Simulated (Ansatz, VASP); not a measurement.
**Two plane-wave programs on Cd**

File INCAR:

```
PREC = Accurate ; ENCUT = 600
EDIFF = 1E-6 ; ISMEAR = -1
SIGMA = 0.1 ; LREAL = F
LASPH = T ; NELM = 60
ALGO = Normal ; ISIF = 3
LWAVE = F ; LCHARG = F
GGA = RP ; IBRION = 2
NSW = 80 ; EDIFFG = -0.01
```

File KPOINTS:

```
Automatic mesh
0
Gamma
  7 7 10
```

Contents of POSCAR:

```
Cd
1.0
    4.9594071630      0.0000000000      0.0000000000
   -2.4797035815      4.2949725909      0.0000000000
    0.0000000000      0.0000000000      3.0401165909
Cd
3
Direct
    0.0000000000      0.0000000000      0.0000000000
    0.3333333333      0.6666666667      0.5000000000
    0.6666666667      0.3333333333      0.5000000000
```

Input for Ansatz:

```yaml
crystal:
  lattice:
    - [4.959407163, 0.0, 0.0]
    - [-2.4797035815, 4.2949725909, 0.0]
    - [0.0, 0.0, 3.0401165909]
  atoms:
    - { symbol: Cd, position: [0.0, 0.0, 0.0] }
    - { symbol: Cd, position: [0.3333333333, 0.6666666667, 0.5] }
    - { symbol: Cd, position: [0.6666666667, 0.3333333333, 0.5] }
hamiltonian:
  xc: rpbe
  pseudopotentials:
    kind: paw
    azcp:
      Cd: "pseudopotentials/Cd.paw.azcp"
basis:
  ecutwfc: 420
  fft_grid_basis: typed
kpoints:
  mp_grid: { grid: [7, 7, 10], shift: [0, 0, 0] }
magnetization:
  spin_polarized: false
scf:
  occupations: { method: fermi_dirac, width: 0.1 }
relax:
  max_steps: 60
  f_tol: 0.01
  cell: {}
output:
  write_density: true
  write_potential: true
  elf: true
  volumetric_format: npy
```

Alike in both runs: task relaxation of cell and atoms; functional RPBE; k mesh 7 × 7 × 10; occupations fermi-dirac, width 0.1 eV; no spin polarisation.

```csv
,VASP,Ansatz
version,VASP 6.6.1,Ansatz 0.2.0
potentials or method,"VASP PAW PBE potentials, release 64 (Cd), cutoff 600 eV","plane waves (420 eV) with PAW, scalar-relativistic"
valence electrons in the cell,36,60
```

```csv
,VASP,Ansatz,Ansatz less VASP
relaxed volume (Å³/atom),25.46,25.34,-0.116
relaxed cell length with the largest relative difference (Å),3.182,3.174,-0.0081
```

VASP's potentials were made for PBE, not for RPBE. VASP's potentials hold 36 valence electrons a cell and Ansatz's 60, so a difference there can come from the potentials and not from the codes.

Noted on VASP's run: the volume moved by over 15 % at a fixed basis, so the end points are rough.
